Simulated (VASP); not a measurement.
# Ge in VASP: relaxation of the atoms with PBEsol

Aim: the relaxation of the atoms of Ge with PBEsol.

Program: VASP 6.6.1. These are calculated values, not measurements. Logs are shortened: lines on timing, memory, paths and dates and some standing lists are left out, and cuts for length are marked.

## 1. The cell of the first run

The cell holds a slab with vacuum, 6 atoms: a = 4.013 Å, b = 4.013 Å, c = 23.373 Å, α = 90.00°, β = 90.00°, γ = 120.00°.

## 2. Relaxation of the atoms, PBEsol

Input file INCAR:

```
ALGO = Normal
DIPOL = 0.5 0.5 0.500
EDIFF = 1E-7
EDIFFG = -0.01
ENCUT = 520
GGA = PS
IBRION = 2
IDIPOL = 3
ISIF = 2
ISMEAR = -1
KPAR = 4
LASPH = T
LCHARG = F
LDIPOL = T
LREAL = F
LWAVE = F
NELM = 80
NSW = 60
PREC = Accurate
SIGMA = 0.02
```

Input file KPOINTS:

```
k-points
0
Gamma
  7 7 1
```

Input file POSCAR:

```
Ge
1.0
    4.0132604624      0.0000000000      0.0000000000
   -2.0066302312      3.4755855125      0.0000000000
    0.0000000000      0.0000000000     23.3728000000
Ge
6
Direct
    0.0000000000      0.0000000000      0.3422775565
    0.3333333340      0.6666666660      0.3773269879
    0.3333333340      0.6666666660      0.4824752835
    0.6666666670      0.3333333330      0.5175247157
    0.6666666670      0.3333333330      0.6226730113
    0.0000000000      0.0000000000      0.6577224435
```

Potentials or basis: VASP PAW PBE potentials, release 64 (Ge_d).

Started as:

```
cat potpaw_PBE.64/Ge_d/POTCAR > POTCAR
mpirun -np 4 vasp_std > vasp.out
```

OUTCAR:

```text
EDIFF = 1E-7
   EDIFFG = -0.01
   ENCUT = 520
   GGA = PS
   IBRION = 2
   ISIF = 2
   ISMEAR = -1
   LASPH = T
   LREAL = F
   NELM = 80
   NSW = 60
   PREC = Accurate

 ion  position               nearest neighbor table
   1  0.000  0.000  0.342-   2 2.46   2 2.46   2 2.46
   2  0.333  0.667  0.377-   1 2.46   1 2.46   3 2.46   1 2.46
   3  0.333  0.667  0.482-   2 2.46   4 2.46   4 2.46   4 2.46
   4  0.667  0.333  0.518-   5 2.46   3 2.46   3 2.46   3 2.46
   5  0.667  0.333  0.623-   4 2.46   6 2.46   6 2.46   6 2.46
   6  0.000  0.000  0.658-   5 2.46   5 2.46   5 2.46

  LATTYP: Found a hexagonal cell.
 ALAT       =     4.0132604624
 C/A-ratio  =     5.8238931211

  Lattice vectors:

 A1 = (   4.0132604624,   0.0000000000,   0.0000000000)
 A2 = (  -2.0066302312,   3.4755855125,   0.0000000000)
 A3 = (   0.0000000000,   0.0000000000,  23.3728000000)

Analysis of symmetry for initial positions (statically):
=====================================================================
 Subroutine PRICEL returns:
 Original cell was already a primitive cell.

 Routine SETGRP: Setting up the symmetry group for a
 hexagonal supercell.

 Subroutine GETGRP returns: Found 12 space group operations
 (whereof 12 operations were pure point group operations)
 out of a pool of 24 trial point group operations.

The static configuration has the point symmetry D_3d.

Analysis of symmetry for dynamics (positions and initial velocities):
=====================================================================
 Subroutine PRICEL returns:
 Original cell was already a primitive cell.

 Routine SETGRP: Setting up the symmetry group for a
 hexagonal supercell.

 Subroutine GETGRP returns: Found 12 space group operations
 (whereof 12 operations were pure point group operations)
 out of a pool of 24 trial point group operations.

The dynamic configuration has the point symmetry D_3d.

 Subroutine INISYM returns: Found 12 space group operations
 (whereof 12 operations are pure point group operations),
 and found     1 'primitive' translations

----------------------------------------------------------------------------------------

                                     Primitive cell

  volume of cell :     326.0139

  direct lattice vectors                    reciprocal lattice vectors
     4.013260462  0.000000000  0.000000000     0.249173960  0.143860653  0.000000000
    -2.006630231  3.475585512  0.000000000     0.000000000  0.287721305  0.000000000
     0.000000000  0.000000000 23.372800000     0.000000000  0.000000000  0.042784775

  length of vectors
     4.013260462  4.013260462 23.372800000     0.287721305  0.287721305  0.042784775

  position of ions in fractional coordinates (direct lattice)
     0.000000000  0.000000000  0.342277557
     0.333333334  0.666666666  0.377326988
     0.333333334  0.666666666  0.482475284
     0.666666667  0.333333333  0.517524716
     0.666666667  0.333333333  0.622673011
     0.000000000  0.000000000  0.657722443

  ion indices of the primitive-cell ions
   primitive index   ion index
                 1           1
                 2           2
                 3           3
                 4           4
                 5           5
                 6           6

----------------------------------------------------------------------------------------

 KPOINTS: k-points

Automatic generation of k-mesh.
 Grid dimensions read from file:
 generate k-points for:    7    7    1

 Generating k-lattice:

  Cartesian coordinates                     Fractional coordinates (reciprocal lattice)
     0.035596280  0.020551522  0.000000000     0.142857143  0.000000000  0.000000000
     0.000000000  0.041103044  0.000000000     0.000000000  0.142857143  0.000000000
     0.000000000  0.000000000  0.042784775     0.000000000  0.000000000  1.000000000

  Length of vectors
     0.041103044  0.041103044  0.042784775

  Shift w.r.t. Gamma in fractional coordinates (k-lattice)
     0.000000000  0.000000000  0.000000000

 Subroutine IBZKPT returns following result:
 ===========================================

 Found      8 irreducible k-points:

 Following reciprocal coordinates:
            Coordinates               Weight
  0.000000  0.000000  0.000000      1.000000
  0.142857  0.000000  0.000000      6.000000
  0.285714  0.000000  0.000000      6.000000
  0.428571  0.000000  0.000000      6.000000
  0.142857  0.142857  0.000000      6.000000
  0.285714  0.142857  0.000000     12.000000
  0.428571  0.142857  0.000000      6.000000
  0.285714  0.285714  0.000000      6.000000
   k-points           NKPTS =      8   k-points in BZ     NKDIM =      8   number of bands    NBANDS=     50
   number of dos      NEDOS =    301   number of ions     NIONS =      6
   total plane-waves  NPLWV = 162000
   dimension x,y,z NGX =    30 NGY =   30 NGZ =  180
   dimension x,y,z NGXF=    60 NGYF=   60 NGZF=  360
   ions per type =               6
   NGX,Y,Z   is equivalent  to a cutoff of  12.43, 12.43, 12.80 a.u.
   NGXF,Y,Z  is equivalent  to a cutoff of  24.85, 24.85, 25.61 a.u.
 SYSTEM =  unknown system
   PREC   = accura    normal or accurate (medium, high low for compatibility)
   ISTART =      0    job   : 0-new  1-cont  2-samecut
   ICHARG =      2    charge: 1-file 2-atom 10-const
   ISPIN  =      1    spin polarized calculation?
   LNONCOLLINEAR =      F non collinear calculations
   LSORBIT =      F    spin-orbit coupling
   LASPH  =      T    aspherical Exc in radial PAW
   ENCUT  =  520.0 eV  38.22 Ry    6.18 a.u.   7.46  7.46 43.46*2*pi/ulx,y,z
   NELM   =     80;   NELMIN=  2; NELMDL= -5     # of ELM steps
   EDIFF  = 0.1E-06   stopping-criterion for ELM
   LREAL  =      F    real-space projection
   EDIFFG = -.1E-01   stopping-criterion for IOM
   NSW    =     60    number of steps for IOM
   IBRION =      2    ionic relax: 0-MD 1-quasi-New 2-CG
   NFREE  =      1    steps in history (QN), initial steepest desc. (CG)
   ISIF   =      2    stress and relaxation
   ISYM   =      2    0-nonsym 1-usesym 2-fastsym
   POTIM  = 0.5000    time-step for ionic-motion
   TEBEG  =    0.0;   TEEND  =   0.0 temperature during run
   PSTRESS=    0.0 pullay stress
   NELECT =      84.0000    total number of electrons
   NUPDOWN=      -1.0000    fix difference up-down
   EMIN   =  10.00;   EMAX   =-10.00  energy-range for DOS
   EFERMI =   0.00;   METHOD = LEGACY
   ISMEAR =    -1;   SIGMA  =   0.02  broadening in eV -4-tet -1-fermi 0-gaus
   EFERMI_NEDOS =   21; number of points for ismear=-14 and -15
   IALGO  =     38    algorithm
   IMIX   =      4    mixing-type and parameters
     AMIX     =   0.40;   BMIX     =  1.00
     AMIX_MAG =   1.60;   BMIX_MAG =  1.00
  volume/ion in A,a.u.               =      54.34       366.68
  Fermi-wavevector in a.u.,A,eV,Ry     =   1.041732  1.968588 14.765111  1.085205
  Thomas-Fermi vector in A             =   2.176366
   LORBIT       =      0    0 simple, 1 ext, 2 COOP (PROOUT), +10 PAW based schemes
   GGA     = PS    functional components
   LHFCALC =     F    Hartree Fock is set to
   AEXX    =    0.0000 exact exchange contribution
   IVDW    =     0    specifies the selected vdW correction
   LEPSILON=     F    determine dielectric tensor
   LRPA    =     F    only Hartree local field effects (RPA)
 conjugate gradient relaxation of ions
 non-spin polarized calculation
  energy-cutoff  :      520.00
  volume of cell :      326.01
 maximum number of plane-waves:      8829
 NGX is ok and might be reduce to    30
   NGX = 15   NGY = 15   NGZ = 87

--------------------------------------- Ionic step        1  -------------------------------------------

 number of electron      84.0000062 magnetization

 Free energy of the ion-electron system (eV)
  ---------------------------------------------------
  ext. energy  EPLUGINS =         0.00000000
  ---------------------------------------------------
  free energy    TOTEN  =       -27.60860201 eV

  energy without entropy =      -27.60492972  energy(sigma->0) =      -27.60676587

------------------------ aborting loop because EDIFF is reached ----------------------------------------

  FORCE on cell =-STRESS in cart. coord.  units (eV):
  Direction    XX          YY          ZZ          XY          YZ          ZX
  --------------------------------------------------------------------------------------
  -------------------------------------------------------------------------------------
  Total       -0.5334847     -0.5334847      1.4881393      0.0000000     -0.0000000      0.0000000
  in kB       -2.6217815     -2.6217815      7.3133792      0.0000000     -0.0000000      0.0000000
  external PRESSURE =       0.6899387 kB  Pullay stress =       0.0000000 kB
[... 101 lines left out ...]
  FREE ENERGIE OF THE ION-ELECTRON SYSTEM (eV)
  ---------------------------------------------------
  free  energy   TOTEN  =       -27.6320902325 eV

  energy  without entropy=      -27.6283650021  energy(sigma->0) =      -27.63022762

[... ionic steps 4 to 8 ...]

--------------------------------------- Ionic step        9  -------------------------------------------

 number of electron      84.0000067 magnetization

------------------------ aborting loop because EDIFF is reached ----------------------------------------
[... 75 lines left out ...]
--------------------------------------- Ionic step       11  -------------------------------------------

 number of electron      84.0000063 magnetization

 dipolmoment           0.000000      0.000000      0.000000 electrons x Angstroem

 Free energy of the ion-electron system (eV)
  ---------------------------------------------------
  ext. energy  EPLUGINS =         0.00000000
  ---------------------------------------------------
  free energy    TOTEN  =       -27.63831856 eV

  energy without entropy =      -27.63461147  energy(sigma->0) =      -27.63646501

 E-fermi :  -0.8810     XC(G=0):  -4.8554

 val. band max:       -1.0867176573   @ k =   0.1429   0.1429   0.0000
 cond. band min:      -0.8643261295   @ k =   0.4286   0.1429   0.0000
 fundamental gap:      0.2223915279
 Fermi energy:        -0.8810228027

 k-point     1 :       0.0000    0.0000    0.0000
  band No.  band energies     occupation
      1     -25.3494      2.00000
      2     -25.3494      2.00000
      3     -25.3089      2.00000
      4     -25.2940      2.00000
      5     -25.2885      2.00000
      6     -25.2885      2.00000
[... 413 lines left out ...]
     49       4.4503      0.00000
     50       4.6068      0.00000

------------------------ aborting loop because EDIFF is reached ----------------------------------------

 vacuum level on the upper side and lower side of the slab       (xc-potential included)        -0.065        -0.065

  FORCE on cell =-STRESS in cart. coord.  units (eV):
  Direction    XX          YY          ZZ          XY          YZ          ZX
  --------------------------------------------------------------------------------------
  -------------------------------------------------------------------------------------
  Total       -0.3370439     -0.3370439     -0.0291365      0.0000000     -0.0000000     -0.0000000
  in kB       -1.6563837     -1.6563837     -0.1431898      0.0000000     -0.0000000     -0.0000000
  external PRESSURE =      -1.1519857 kB  Pullay stress =       0.0000000 kB
[... 21 lines left out ...]
  FREE ENERGIE OF THE ION-ELECTRON SYSTEM (eV)
  ---------------------------------------------------
  free  energy   TOTEN  =       -27.6383185560 eV

  energy  without entropy=      -27.6346114700  energy(sigma->0) =      -27.63646501

 reached required accuracy - stopping structural energy minimisation

 vacuum level on the upper side and lower side of the slab         3.749         3.749
```

Run time: 14 min. Hardware: 4 MPI ranks of Intel Xeon Platinum 8259CL at 2.50GHz (Skylake/Cascade Lake), shared host; peak memory 0.47 GiB.

Results:

| Quantity | Value |
| --- | --- |
| Free energy | -27.6383 eV |
| Energy gained by relaxing | 5.0 meV/atom |
| Ionic steps | 11 |
| Largest force after relaxing | 0.009 eV/Å |
| Band gap on the k mesh | zero (bands 42 and 43 overlap by 0.09 eV) |

Forces on the atoms (eV/Å):
```
Ge   0.000  0.000  0.000
Ge   0.000  0.000 -0.003
Ge   0.000  0.000 -0.009
Ge   0.000  0.000  0.009
Ge   0.000  0.000  0.003
Ge   0.000  0.000  0.000
```

Step by step:
| step | energy change (eV) | largest force (eV/Å) | pressure (GPa) |
| --- | --- | --- | --- |
| 1 | 0.0000 | 0.4808 | 0.07 |
| 2 | -0.0219 | 0.1772 | 0.08 |
| 3 | -0.0235 | 0.0857 | 0.09 |
| 4 | -0.0235 | 0.0931 | 0.08 |
| 5 | -0.0250 | 0.0621 | 0.07 |
| 6 | -0.0271 | 0.0869 | 0.03 |
| 7 | -0.0283 | 0.0594 | -0.01 |
| 8 | -0.0297 | 0.0199 | -0.11 |
| 9 | -0.0297 | 0.0193 | -0.11 |
| 10 | -0.0297 | 0.0110 | -0.12 |
| 11 | -0.0297 | 0.0093 | -0.12 |

Final structure:
```
Ge
1.0
     4.01326    0.00000    0.00000
    -2.00663    3.47559    0.00000
     0.00000    0.00000   23.37280
Ge
6
Cartesian
  0.0000 0.0000 7.9691
  0.0000 2.3171 8.7506
  0.0000 2.3171 11.2831
  2.0066 1.1585 12.0897
  2.0066 1.1585 14.6222
  0.0000 0.0000 15.4037
```

Levels at points of the mesh, in eV from the Fermi level:
```tsv
k point	band 38	band 39	band 40	band 41	band 42	band 43	band 44	band 45	band 46	band 47
(0.00, 0.00, 0.00)	-0.81	-0.33	-0.33	0.11	0.11	0.55	0.85	1.27	1.41	3.41
```

Caveat: the PAW data sets were made with another functional, which shifts forces and pressure a little.

The gap in the log of VASP goes by the Fermi energy; the results here count the filled bands.